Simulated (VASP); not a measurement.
# KCl (Sylvite) (Fm-3m) in VASP: notebook, part 2 of 2

VASP 6.6.1. The steps go on from the part before.

### 3 Relaxation of cell and atoms, PBEsol

This run uses another cell than the first one, of 32.44 Å³/atom, 1.066 times its volume.

INCAR

```
ALGO = Normal ; EDIFF = 1E-6
EDIFFG = -0.005 ; ENCUT = 600
GGA = PS ; IBRION = 2
ISIF = 3 ; ISMEAR = 0
LASPH = True ; LCHARG = False
LREAL = False ; LWAVE = False
NELM = 60 ; NSW = 70
PREC = Accurate ; SIGMA = 0.02
```

KPOINTS

```
k-points
0
Gamma
  6 6 6
```

POSCAR

```
KCl
1.0
    0.0000000000      3.1891817107      3.1891817107
    3.1891817107      0.0000000000      3.1891817107
    3.1891817107      3.1891817107      0.0000000000
K Cl
1 1
Direct
    0.0000000000      0.0000000000      0.0000000000
    0.5000000000      0.5000000000      0.5000000000
```

Potentials or basis: VASP PAW PBE potentials, release 64 (K_sv, Cl).

Run with:

```bash
cat potpaw_PBE.64/K_sv/POTCAR potpaw_PBE.64/Cl/POTCAR > POTCAR
mpirun -np 1 vasp_std > vasp.out
```

OUTCAR:

```text
EDIFF = 1E-6
   EDIFFG = -0.005
   ENCUT = 600
   GGA = PS
   IBRION = 2
   ISIF = 3
   ISMEAR = 0
   LASPH = True
   LREAL = False
   NELM = 60
   NSW = 70
   PREC = Accurate

 ion  position               nearest neighbor table
   1  0.000  0.000  0.000-   2 3.19   2 3.19   2 3.19   2 3.19   2 3.19   2 3.19
   2  0.500  0.500  0.500-   1 3.19   1 3.19   1 3.19   1 3.19   1 3.19   1 3.19

  LATTYP: Found a face centered cubic cell.
 ALAT       =     6.3783634214

  Lattice vectors:

 A1 = (   0.0000000000,   3.1891817107,   3.1891817107)
 A2 = (   3.1891817107,   0.0000000000,   3.1891817107)
 A3 = (   3.1891817107,   3.1891817107,   0.0000000000)

Analysis of symmetry for initial positions (statically):
=====================================================================
 Subroutine PRICEL returns:
 Original cell was already a primitive cell.

 Routine SETGRP: Setting up the symmetry group for a
 face centered cubic supercell.

 Subroutine GETGRP returns: Found 48 space group operations
 (whereof 48 operations were pure point group operations)
 out of a pool of 48 trial point group operations.

The static configuration has the point symmetry O_h .

Analysis of symmetry for dynamics (positions and initial velocities):
=====================================================================
 Subroutine PRICEL returns:
 Original cell was already a primitive cell.

 Routine SETGRP: Setting up the symmetry group for a
 face centered cubic supercell.

 Subroutine GETGRP returns: Found 48 space group operations
 (whereof 48 operations were pure point group operations)
 out of a pool of 48 trial point group operations.

The dynamic configuration has the point symmetry O_h .

 Subroutine INISYM returns: Found 48 space group operations
 (whereof 48 operations are pure point group operations),
 and found     1 'primitive' translations

----------------------------------------------------------------------------------------

                                     Primitive cell

  volume of cell :      64.8736

  direct lattice vectors                    reciprocal lattice vectors
     0.000000000  3.189181711  3.189181711    -0.156780029  0.156780029  0.156780029
     3.189181711  0.000000000  3.189181711     0.156780029 -0.156780029  0.156780029
     3.189181711  3.189181711  0.000000000     0.156780029  0.156780029 -0.156780029

  length of vectors
     4.510184028  4.510184028  4.510184028     0.271550975  0.271550975  0.271550975

  position of ions in fractional coordinates (direct lattice)
     0.000000000  0.000000000  0.000000000
     0.500000000  0.500000000  0.500000000

  ion indices of the primitive-cell ions
   primitive index   ion index
                 1           1
                 2           2

----------------------------------------------------------------------------------------

 KPOINTS: k-points

Automatic generation of k-mesh.
 Grid dimensions read from file:
 generate k-points for:    6    6    6

 Generating k-lattice:

  Cartesian coordinates                     Fractional coordinates (reciprocal lattice)
    -0.026130005  0.026130005  0.026130005     0.166666667  0.000000000  0.000000000
     0.026130005 -0.026130005  0.026130005     0.000000000  0.166666667  0.000000000
     0.026130005  0.026130005 -0.026130005     0.000000000  0.000000000  0.166666667

  Length of vectors
     0.045258496  0.045258496  0.045258496

  Shift w.r.t. Gamma in fractional coordinates (k-lattice)
     0.000000000  0.000000000  0.000000000

 Subroutine IBZKPT returns following result:
 ===========================================

 Found     16 irreducible k-points:

 Following reciprocal coordinates:
            Coordinates               Weight
  0.000000  0.000000  0.000000      1.000000
  0.166667  0.000000  0.000000      8.000000
  0.333333  0.000000  0.000000      8.000000
  0.500000  0.000000  0.000000      4.000000
  0.166667  0.166667  0.000000      6.000000
  0.333333  0.166667  0.000000     24.000000
[... 8 lines left out ...]
 -0.333333  0.333333  0.166667     24.000000
 -0.333333  0.500000  0.166667     12.000000
   k-points           NKPTS =     16   k-points in BZ     NKDIM =     16   number of bands    NBANDS=     12
   number of dos      NEDOS =    301   number of ions     NIONS =      2
   total plane-waves  NPLWV =  46656
   dimension x,y,z NGX =    36 NGY =   36 NGZ =   36
   dimension x,y,z NGXF=    72 NGYF=   72 NGZF=   72
   ions per type =               1   1
   NGX,Y,Z   is equivalent  to a cutoff of  13.27, 13.27, 13.27 a.u.
   NGXF,Y,Z  is equivalent  to a cutoff of  26.54, 26.54, 26.54 a.u.
 SYSTEM =  unknown system
   PREC   = accura    normal or accurate (medium, high low for compatibility)
   ISTART =      0    job   : 0-new  1-cont  2-samecut
   ICHARG =      2    charge: 1-file 2-atom 10-const
   ISPIN  =      1    spin polarized calculation?
   LNONCOLLINEAR =      F non collinear calculations
   LSORBIT =      F    spin-orbit coupling
   LASPH  =      T    aspherical Exc in radial PAW
   ENCUT  =  600.0 eV  44.10 Ry    6.64 a.u.   9.01  9.01  9.01*2*pi/ulx,y,z
   NELM   =     60;   NELMIN=  2; NELMDL= -5     # of ELM steps
   EDIFF  = 0.1E-05   stopping-criterion for ELM
   LREAL  =      F    real-space projection
   EDIFFG = -.5E-02   stopping-criterion for IOM
   NSW    =     70    number of steps for IOM
   IBRION =      2    ionic relax: 0-MD 1-quasi-New 2-CG
   NFREE  =      1    steps in history (QN), initial steepest desc. (CG)
   ISIF   =      3    stress and relaxation
   ISYM   =      2    0-nonsym 1-usesym 2-fastsym
   POTIM  = 0.5000    time-step for ionic-motion
   TEBEG  =    0.0;   TEEND  =   0.0 temperature during run
   PSTRESS=    0.0 pullay stress
   NELECT =      16.0000    total number of electrons
   NUPDOWN=      -1.0000    fix difference up-down
   EMIN   =  10.00;   EMAX   =-10.00  energy-range for DOS
   EFERMI =   0.00;   METHOD = LEGACY
   ISMEAR =     0;   SIGMA  =   0.02  broadening in eV -4-tet -1-fermi 0-gaus
   EFERMI_NEDOS =   21; number of points for ismear=-14 and -15
   IALGO  =     38    algorithm
   IMIX   =      4    mixing-type and parameters
     AMIX     =   0.40;   BMIX     =  1.00
     AMIX_MAG =   1.60;   BMIX_MAG =  1.00
  volume/ion in A,a.u.               =      32.44       218.89
  Fermi-wavevector in a.u.,A,eV,Ry     =   1.026657  1.940101 14.340888  1.054026
  Thomas-Fermi vector in A             =   2.160562
   LORBIT       =      0    0 simple, 1 ext, 2 COOP (PROOUT), +10 PAW based schemes
   GGA     = PS    functional components
   LHFCALC =     F    Hartree Fock is set to
   AEXX    =    0.0000 exact exchange contribution
   IVDW    =     0    specifies the selected vdW correction
   LEPSILON=     F    determine dielectric tensor
   LRPA    =     F    only Hartree local field effects (RPA)
 conjugate gradient relaxation of ions
 non-spin polarized calculation
 Gauss-broadening in eV      SIGMA  =   0.02
  energy-cutoff  :      600.00
  volume of cell :       64.87
 maximum number of plane-waves:      2200
   NGX = 17   NGY = 17   NGZ = 17

--------------------------------------- Ionic step        1  -------------------------------------------

 number of electron      15.9999998 magnetization

 Free energy of the ion-electron system (eV)
  ---------------------------------------------------
  ext. energy  EPLUGINS =         0.00000000
  ---------------------------------------------------
  free energy    TOTEN  =        -7.01167334 eV

  energy without entropy =       -7.01167334  energy(sigma->0) =       -7.01167334

------------------------ aborting loop because EDIFF is reached ----------------------------------------

  FORCE on cell =-STRESS in cart. coord.  units (eV):
  Direction    XX          YY          ZZ          XY          YZ          ZX
  --------------------------------------------------------------------------------------
  -------------------------------------------------------------------------------------
  Total       -0.3821094     -0.3821094     -0.3821094     -0.0000000      0.0000000      0.0000000
  in kB       -9.4369258     -9.4369258     -9.4369258     -0.0000000      0.0000000      0.0000000
  external PRESSURE =      -9.4369258 kB  Pullay stress =       0.0000000 kB
[... 93 lines left out ...]
  energy  without entropy=       -7.0234017303  energy(sigma->0) =       -7.02340173

--------------------------------------- Ionic step        4  -------------------------------------------

 number of electron      16.0000002 magnetization

 Free energy of the ion-electron system (eV)
  ---------------------------------------------------
  ext. energy  EPLUGINS =         0.00000000
  ---------------------------------------------------
  free energy    TOTEN  =        -7.02346283 eV

  energy without entropy =       -7.02346283  energy(sigma->0) =       -7.02346283

 E-fermi :  -1.7119     XC(G=0):  -7.8030

 val. band max:       -1.8296143146   @ k =   0.0000   0.0000   0.0000
 cond. band min:       3.2545146983   @ k =   0.0000   0.0000   0.0000
 fundamental gap:      5.0841290129
 Fermi energy:        -1.7118943870

 k-point     1 :       0.0000    0.0000    0.0000
  band No.  band energies     occupation
      1     -28.8278      2.00000
      2     -13.9430      2.00000
      3     -12.3552      2.00000
      4     -12.3552      2.00000
      5     -12.3552      2.00000
      6      -1.8296      2.00000
      7      -1.8296      2.00000
      8      -1.8296      2.00000
      9       3.2545      0.00000
     10       6.4716      0.00000
     11       6.4716      0.00000
     12       6.4716      0.00000
[... 252 lines left out ...]
  FREE ENERGIE OF THE ION-ELECTRON SYSTEM (eV)
  ---------------------------------------------------
  free  energy   TOTEN  =        -7.0234628348 eV

  energy  without entropy=       -7.0234628348  energy(sigma->0) =       -7.02346283

 reached required accuracy - stopping structural energy minimisation
```

OSZICAR:

```text
N       E                     dE             d eps       ncg     rms          rms(c)
DAV:   1     0.114305377112E+03    0.11431E+03   -0.78325E+03   384   0.133E+03
DAV:   2     0.343230690226E+00   -0.11396E+03   -0.10514E+03   492   0.286E+02
DAV:   3    -0.704107693965E+01   -0.73843E+01   -0.73407E+01   484   0.671E+01
[... 35 lines left out ...]
DAV:   2    -0.702376713390E+01    0.15448E-02   -0.37416E-03   464   0.567E-01    0.103E-01
DAV:   3    -0.702344300864E+01    0.32413E-03   -0.99607E-04   648   0.273E-01    0.790E-02
DAV:   4    -0.702345293228E+01   -0.99236E-05   -0.45723E-05   720   0.411E-02    0.390E-02
DAV:   5    -0.702346325896E+01   -0.10327E-04   -0.30965E-05   668   0.296E-02    0.611E-03
DAV:   6    -0.702346283485E+01    0.42411E-06   -0.90590E-07   340   0.106E-02
   4 F= -.70234628E+01 E0= -.70234628E+01  d E =-.117895E-01
```

Wall time 1.8 min (1 thread of Intel Xeon 6975P-C, shared host); peak memory 0.22 GiB.

Results:

* Free energy: -7.0235 eV
* Relaxed volume: 30.56 Å³/atom
* Relaxed cell: a = 4.422 Å, b = 4.422 Å, c = 4.422 Å, α = 60.00°, β = 60.00°, γ = 60.00°
* Space group after relaxing (to 0.05 Å): Fm-3m (No. 225)
* Energy gained by relaxing: 5.9 meV/atom
* Ionic steps: 4
* Pressure after relaxing: 0.0 GPa
* Band gap on the k mesh: 5.08 eV, direct

Step by step:
| step | energy change (eV) | largest force (eV/Å) | pressure (GPa) | volume (Å³) |
| --- | --- | --- | --- | --- |
| 1 | 0.0000 | 0.0000 | -0.94 | 64.87 |
| 2 | -0.0083 | 0.0000 | -0.54 | 63.10 |
| 3 | -0.0117 | 0.0000 | -0.07 | 61.38 |
| 4 | -0.0118 | 0.0000 | 0.01 | 61.12 |

Final structure:
```xyz
2
Lattice="0.0000 3.1265 3.1265 3.1265 0.0000 3.1265 3.1265 3.1265 0.0000" Properties=species:S:1:pos:R:3 pbc="T T T"
K     6.2529    3.1265    3.1265
Cl    3.1265    3.1265    3.1265
```

Levels at points of the mesh, in eV from the valence-band top:
```csv
k point,band 5,band 6,band 7,band 8,band 9,band 10,band 11,band 12
"(0.00, 0.00, 0.00)",-10.53,0.00,0.00,0.00,5.08,8.30,8.30,8.30
"(0.50, 0.00, 0.00)",-10.28,-1.12,-0.35,-0.35,7.48,8.56,10.54,10.54
"(0.50, 0.50, 0.00)",-10.59,-0.69,-0.23,-0.23,6.38,8.31,10.01,10.22
```

Caveat: the PAW data sets were made with another functional, which shifts forces and pressure a little.
